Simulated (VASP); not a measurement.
# C (Fd-3m) in VASP: notebook

The runs below take C through single point, relaxation of cell and atoms, with PBE.

All numbers are computed with VASP 6.6.1; they aren't measurements. Logs are shortened: lines on timing, memory, paths and dates and some standing lists are left out, and cuts for length are marked.

## 1. The cell of the first run

It takes space group Fd-3m (No. 227, cubic). The conventional cell has a = 3.572 Å, b = 3.572 Å, c = 3.572 Å, α = 90.00°, β = 90.00°, γ = 90.00°. Within 2.1 Å of C (site symmetry -43m) lie 4 C at 1.55 Å.

## 2. Single point, PBE

Input file INCAR:

```
ALGO = Normal
EDIFF = 1E-6
ENCUT = 520
GGA = PE
ISIF = 2
ISMEAR = 0
LASPH = T
LCHARG = F
LREAL = F
LWAVE = F
NBANDS = 11
NELM = 100
PREC = Accurate
SIGMA = 0.01
```

Input file KPOINTS:

```
k-points
0
Gamma
  12 12 12
```

Input file POSCAR:

```
C
1.0
    0.0000000000      1.7857951904      1.7857951904
    1.7857951904      0.0000000000      1.7857951904
    1.7857951904      1.7857951904      0.0000000000
C
2
Direct
    0.0000000000      0.0000000000      0.0000000000
    0.2500000000      0.2500000000      0.2500000000
```

Potentials or basis: VASP PAW PBE potentials, release 64 (C).

Started as:

```console
$ cat potpaw_PBE.64/C/POTCAR > POTCAR
$ mpirun -np 1 vasp_std > vasp.out
```

OUTCAR:

```text
EDIFF = 1E-6
   ENCUT = 520
   GGA = PE
   ISIF = 2
   ISMEAR = 0
   LASPH = T
   LREAL = F
   NELM = 100
   PREC = Accurate

 ion  position               nearest neighbor table
   1  0.000  0.000  0.000-   2 1.55   2 1.55   2 1.55   2 1.55
   2  0.250  0.250  0.250-   1 1.55   1 1.55   1 1.55   1 1.55

  LATTYP: Found a face centered cubic cell.
 ALAT       =     3.5715903808

  Lattice vectors:

 A1 = (   0.0000000000,   1.7857951904,   1.7857951904)
 A2 = (   1.7857951904,   0.0000000000,   1.7857951904)
 A3 = (   1.7857951904,   1.7857951904,   0.0000000000)

Analysis of symmetry for initial positions (statically):
[... 5 lines left out ...]
 face centered cubic supercell.

 Subroutine GETGRP returns: Found 48 space group operations
 (whereof 24 operations were pure point group operations)
 out of a pool of 48 trial point group operations.

The static configuration has the point symmetry T_d .
 The point group associated with its full space group is O_h .

Analysis of symmetry for dynamics (positions and initial velocities):
[... 5 lines left out ...]
 face centered cubic supercell.

 Subroutine GETGRP returns: Found 48 space group operations
 (whereof 24 operations were pure point group operations)
 out of a pool of 48 trial point group operations.

The dynamic configuration has the point symmetry T_d .
 The point group associated with its full space group is O_h .

 Subroutine INISYM returns: Found 48 space group operations
 (whereof 24 operations are pure point group operations),
 and found     1 'primitive' translations

----------------------------------------------------------------------------------------

                                     Primitive cell

  volume of cell :      11.3900

  direct lattice vectors                    reciprocal lattice vectors
     0.000000000  1.785795190  1.785795190    -0.279987315  0.279987315  0.279987315
     1.785795190  0.000000000  1.785795190     0.279987315 -0.279987315  0.279987315
     1.785795190  1.785795190  0.000000000     0.279987315  0.279987315 -0.279987315

  length of vectors
     2.525495778  2.525495778  2.525495778     0.484952255  0.484952255  0.484952255

  position of ions in fractional coordinates (direct lattice)
     0.000000000  0.000000000  0.000000000
     0.250000000  0.250000000  0.250000000

  ion indices of the primitive-cell ions
   primitive index   ion index
                 1           1
                 2           2

----------------------------------------------------------------------------------------

 KPOINTS: k-points

Automatic generation of k-mesh.
 Grid dimensions read from file:
 generate k-points for:   12   12   12

 Generating k-lattice:

  Cartesian coordinates                     Fractional coordinates (reciprocal lattice)
    -0.023332276  0.023332276  0.023332276     0.083333333  0.000000000  0.000000000
     0.023332276 -0.023332276  0.023332276     0.000000000  0.083333333  0.000000000
     0.023332276  0.023332276 -0.023332276     0.000000000  0.000000000  0.083333333

  Length of vectors
     0.040412688  0.040412688  0.040412688

  Shift w.r.t. Gamma in fractional coordinates (k-lattice)
     0.000000000  0.000000000  0.000000000

 Subroutine IBZKPT returns following result:
 ===========================================

 Found     72 irreducible k-points:

 Following reciprocal coordinates:
            Coordinates               Weight
  0.000000  0.000000  0.000000      1.000000
  0.083333  0.000000  0.000000      8.000000
  0.166667  0.000000  0.000000      8.000000
  0.250000  0.000000  0.000000      8.000000
  0.333333  0.000000  0.000000      8.000000
  0.416667  0.000000  0.000000      8.000000
[... 16 lines left out ...]
  0.500000  0.166667  0.000000     24.000000
 -0.416667  0.166667  0.000000     24.000000
 [... further k-points ...]
   k-points           NKPTS =     72   k-points in BZ     NKDIM =     72   number of bands    NBANDS=     11
   number of dos      NEDOS =    301   number of ions     NIONS =      2
   total plane-waves  NPLWV =   8000
   dimension x,y,z NGX =    20 NGY =   20 NGZ =   20
   dimension x,y,z NGXF=    40 NGYF=   40 NGZF=   40
   ions per type =               2
   NGX,Y,Z   is equivalent  to a cutoff of  13.17, 13.17, 13.17 a.u.
   NGXF,Y,Z  is equivalent  to a cutoff of  26.33, 26.33, 26.33 a.u.
 SYSTEM =  unknown system
   PREC   = accura    normal or accurate (medium, high low for compatibility)
   ISTART =      0    job   : 0-new  1-cont  2-samecut
   ICHARG =      2    charge: 1-file 2-atom 10-const
   ISPIN  =      1    spin polarized calculation?
   LNONCOLLINEAR =      F non collinear calculations
   LSORBIT =      F    spin-orbit coupling
   LASPH  =      T    aspherical Exc in radial PAW
   ENCUT  =  520.0 eV  38.22 Ry    6.18 a.u.   4.70  4.70  4.70*2*pi/ulx,y,z
   NELM   =    100;   NELMIN=  2; NELMDL= -5     # of ELM steps
   EDIFF  = 0.1E-05   stopping-criterion for ELM
   LREAL  =      F    real-space projection
   EDIFFG = 0.1E-04   stopping-criterion for IOM
   NSW    =      0    number of steps for IOM
   IBRION =     -1    ionic relax: 0-MD 1-quasi-New 2-CG
   NFREE  =      0    steps in history (QN), initial steepest desc. (CG)
   ISIF   =      2    stress and relaxation
   ISYM   =      2    0-nonsym 1-usesym 2-fastsym
   POTIM  = 0.5000    time-step for ionic-motion
   TEBEG  =    0.0;   TEEND  =   0.0 temperature during run
   PSTRESS=    0.0 pullay stress
   NELECT =       8.0000    total number of electrons
   NUPDOWN=      -1.0000    fix difference up-down
   EMIN   =  10.00;   EMAX   =-10.00  energy-range for DOS
   EFERMI =   0.00;   METHOD = LEGACY
   ISMEAR =     0;   SIGMA  =   0.01  broadening in eV -4-tet -1-fermi 0-gaus
   EFERMI_NEDOS =   21; number of points for ismear=-14 and -15
   IALGO  =     38    algorithm
   IMIX   =      4    mixing-type and parameters
     AMIX     =   0.40;   BMIX     =  1.00
     AMIX_MAG =   1.60;   BMIX_MAG =  1.00
  volume/ion in A,a.u.               =       5.70        38.43
  Fermi-wavevector in a.u.,A,eV,Ry     =   1.455224  2.749975 28.812743  2.117677
  Thomas-Fermi vector in A             =   2.572283
   LORBIT       =      0    0 simple, 1 ext, 2 COOP (PROOUT), +10 PAW based schemes
   GGA     = PE    functional components
   LHFCALC =     F    Hartree Fock is set to
   AEXX    =    0.0000 exact exchange contribution
   IVDW    =     0    specifies the selected vdW correction
   LEPSILON=     F    determine dielectric tensor
   LRPA    =     F    only Hartree local field effects (RPA)
 non-spin polarized calculation
 Gauss-broadening in eV      SIGMA  =   0.01
  energy-cutoff  :      520.00
  volume of cell :       11.39
 maximum number of plane-waves:       331
   NGX =  9   NGY =  9   NGZ =  9

 number of electron       7.9999999 magnetization

 Free energy of the ion-electron system (eV)
  ---------------------------------------------------
  ext. energy  EPLUGINS =         0.00000000
  ---------------------------------------------------
  free energy    TOTEN  =       -18.18576634 eV

  energy without entropy =      -18.18576634  energy(sigma->0) =      -18.18576634

 E-fermi :   9.7747     XC(G=0): -13.2305

 val. band max:        9.6710185283   @ k =   0.0000   0.0000   0.0000
 cond. band min:      13.8149085123   @ k =   0.3333   0.3333   0.0000
 fundamental gap:      4.1438899839
 Fermi energy:         9.7747224200

 k-point     1 :       0.0000    0.0000    0.0000
  band No.  band energies     occupation
      1     -11.7514      2.00000
      2       9.6710      2.00000
      3       9.6710      2.00000
      4       9.6710      2.00000
      5      15.2498      0.00000
      6      15.2498      0.00000
      7      15.2498      0.00000
      8      22.9097      0.00000
      9      28.9129      0.00000
     10      36.1609      0.00000
     11      36.1609      0.00000

 k-point     2 :       0.0833    0.0000    0.0000
  band No.  band energies     occupation
      1     -11.5596      2.00000
      2       8.4490      2.00000
      3       9.3500      2.00000
      4       9.3500      2.00000
      5      15.6708      0.00000
      6      15.6708      0.00000
      7      15.9599      0.00000
      8      23.0780      0.00000
      9      29.2329      0.00000
     10      34.0431      0.00000
     11      34.0431      0.00000

 k-point     3 :       0.1667    0.0000    0.0000
  band No.  band energies     occupation
      1     -10.9865      2.00000
      2       5.9263      2.00000
      3       8.6524      2.00000
      4       8.6524      2.00000
      5      16.5864      0.00000
      6      16.5864      0.00000
      7      17.0387      0.00000
      8      23.5620      0.00000
      9      29.9022      0.00000
     10      32.4518      0.00000
     11      32.4518      0.00000

 k-point     4 :       0.2500    0.0000    0.0000
  band No.  band energies     occupation
      1     -10.0407      2.00000
      2       3.0993      2.00000
      3       7.9325      2.00000
      4       7.9325      2.00000
      5      17.4411      0.00000
      6      17.4411      0.00000
      7      17.7787      0.00000
      8      24.2416      0.00000
      9      30.3302      0.00000
     10      32.0348      0.00000
     11      32.0348      0.00000
[... 239 lines left out ...]
 k-point    22 :       0.4167    0.1667    0.0000
  band No.  band energies     occupation
      1      -7.5916      2.00000
      2      -0.0742      2.00000
      3       5.4134      2.00000
      4       5.6344      2.00000
      5      16.3322      0.00000
      6      20.6320      0.00000
      7      20.7341      0.00000
      8      22.3249      0.00000
      9      30.6956      0.00000
     10      32.0554      0.00000
     11      37.0203      0.00000

 k-point    23 :       0.5000    0.1667    0.0000
  band No.  band energies     occupation
      1      -6.0172      2.00000
      2      -2.3041      2.00000
      3       4.6987      2.00000
      4       5.7210      2.00000
      5      16.7537      0.00000
      6      20.3638      0.00000
      7      20.8462      0.00000
      8      23.9181      0.00000
      9      29.7645      0.00000
     10      33.4156      0.00000
     11      36.2073      0.00000

 k-point    24 :      -0.4167    0.1667    0.0000
  band No.  band energies     occupation
      1      -5.5908      2.00000
      2      -2.8164      2.00000
      3       4.2143      2.00000
      4       6.0977      2.00000
      5      17.1896      0.00000
      6      19.8760      0.00000
      7      20.8241      0.00000
      8      25.0642      0.00000
      9      29.0736      0.00000
     10      33.8137      0.00000
     11      34.1693      0.00000

 [... further k-points ...]
[... 5 lines left out ...]
  --------------------------------------------------------------------------------------
  -------------------------------------------------------------------------------------
  Total        0.0470317      0.0470317      0.0470317      0.0000000     -0.0000000      0.0000000
  in kB        6.6157039      6.6157039      6.6157039      0.0000000     -0.0000000      0.0000000
  external PRESSURE =       6.6157039 kB  Pullay stress =       0.0000000 kB

 VOLUME and BASIS-vectors are now :
 -----------------------------------------------------------------------------
  energy-cutoff  :      520.00
  volume of cell :       11.39
      direct lattice vectors                 reciprocal lattice vectors
     0.000000000  1.785795190  1.785795190    -0.279987315  0.279987315  0.279987315
     1.785795190  0.000000000  1.785795190     0.279987315 -0.279987315  0.279987315
     1.785795190  1.785795190  0.000000000     0.279987315  0.279987315 -0.279987315

 POSITION                                       TOTAL-FORCE (eV/Angst)
 -----------------------------------------------------------------------------------
      0.00000      0.00000      0.00000         0.000000      0.000000     -0.000000
      0.89290      0.89290      0.89290        -0.000000     -0.000000      0.000000
 -----------------------------------------------------------------------------------
    total drift:                                0.000000      0.000000      0.000000

  FREE ENERGIE OF THE ION-ELECTRON SYSTEM (eV)
  ---------------------------------------------------
  free  energy   TOTEN  =       -18.1857663352 eV

  energy  without entropy=      -18.1857663352  energy(sigma->0) =      -18.18576634
```

Run time: 13 s. Hardware: 1 thread of AMD EPYC 7R13 (Zen 3), shared host; peak memory 0.09 GiB.

What came out:

| Item | Value |
| --- | --- |
| Free energy | -18.1858 eV |
| Pressure | 0.7 GPa |
| Band gap on the k mesh | 4.14 eV, indirect (least direct gap 5.58 eV) |

(Continued in part 2 of 2.)
